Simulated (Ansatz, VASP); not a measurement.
# CuO in VASP and in Ansatz

```
Cu O
1.0
     2.63683    0.00000    0.00000
     0.00000    2.63683    0.00000
     0.00000    0.00000    2.63683
Cu O
1 1
Direct
  0.00000 0.00000 0.00000
  0.50000 0.50000 0.50000
```

Alike in both runs: task single point; functional LDA; k mesh 12 × 12 × 12; occupations fermi-dirac, width 0.08 eV; non-collinear spin, spin-orbit coupling.

|  | VASP | Ansatz |
| --- | --- | --- |
| version | VASP 6.6.1 | Ansatz 0.2.0 |
| potentials or method | VASP PAW LDA potentials, release 64 (Cu, O), cutoff 520 eV | all-electron LAPW |

VASP gave:

* pressure (GPa): -16.1
* net moment per atom (μB): 0.00

Problem. Which values does Ansatz return?

Solution. Pressure (GPa): -16.7; net moment per atom (μB): 0.00.

LDA's correlation is that of Perdew and Zunger in VASP and of Perdew and Wang (1992) in Ansatz. Ansatz ran all-electron here, and VASP with PAW potentials.
